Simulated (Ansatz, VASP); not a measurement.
**BaTe: VASP beside Ansatz**

```xyz
2
Lattice="0.0000 3.4331 3.4160 3.4331 0.0000 3.4160 3.4331 3.4331 0.0000" Properties=species:S:1:pos:R:3 pbc="T T T"
Ba    0.0000    0.0000    0.0000
Te    3.4331    3.4331    3.4160
```

Change from the starting cell: z stretched by -0.5 %, x and y held.

Alike in both runs: task single point; functional LDA; k mesh 6 × 6 × 6; no spin polarisation.

```csv
,VASP,Ansatz
version,VASP 6.6.1,Ansatz 0.2.0
potentials or method,"VASP PAW LDA potentials, release 64 (Ba_sv, Te), cutoff 520 eV","all-electron LAPW, scalar-relativistic"
occupations,"gaussian, width 0.01 eV",fixed
```

VASP gave:

```
gap on the k mesh at the Fermi level (eV)                     : 1.23
pressure (GPa)                                                : 0.7
traceless stress, the component that is largest in VASP (GPa) : 0.29
```

Task: Estimate Ansatz's values.

Result: gap on the k mesh at the Fermi level (eV): 1.34; pressure (GPa): 0.2; traceless stress, the component that is largest in VASP (GPa): 0.27.

LDA's correlation is that of Perdew and Zunger in VASP and of Perdew and Wang (1992) in Ansatz. Ansatz ran all-electron here, and VASP with PAW potentials.

Neither program's run includes spin-orbit coupling.
